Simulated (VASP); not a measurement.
Write the native input for VASP 6.6.1 that does the following.

```yaml
Task: single point
Functional: PBE
Potentials_or_basis: VASP PAW PBE potentials, release 64 (Rh_pv)
Cutoff: 520 eV
k_mesh: 9 × 9 × 2
Occupations: gaussian, width 0.1 eV
Spin: no spin polarisation
Dipole_correction: no
Further_INCAR_settings: ALGO = Normal; EDIFF = 1e-06; NBANDS = 38
```

The structure of Rh lies in POSCAR:

```
Rh
1.0
    2.7149330439      0.0000000000      0.0000000000
   -1.3574665220      2.3512009856      0.0000000000
    0.0000000000      0.0000000000      8.8243782181
Rh
4
Direct
    0.0000000000      0.0000000000      0.0000000000
    0.3333333333      0.6666666667      0.2500000000
    0.0000000000      0.0000000000      0.5000000000
    0.6666666667      0.3333333333      0.7500000000
```

This isn't the form of Rh at room conditions, which is fcc.

One way to write it, as run:

INCAR

```
PREC = Accurate
ENCUT = 520
EDIFF = 1E-6
ISMEAR = 0
SIGMA = 0.1
LREAL = False
LASPH = True
NELM = 80
ALGO = Normal
ISIF = 2
LWAVE = False
LCHARG = False
GGA = PE
NBANDS = 38
```

KPOINTS

```
regular mesh
0
Gamma
  9 9 2
```

Potentials or basis: VASP PAW PBE potentials, release 64 (Rh_pv).

The run is started by

```console
$ cat potpaw_PBE.64/Rh_pv/POTCAR > POTCAR
$ mpirun -np 1 vasp_std > vasp.out
```

Results of the run:

The pressure is -0.2 GPa and the band gap on the k mesh is zero (bands 30 and 31 overlap by 1.66 eV).

Wall time 2.3 min on 1 thread of Intel Xeon 8259CL, with other jobs on the host, peak memory 0.18 GiB.
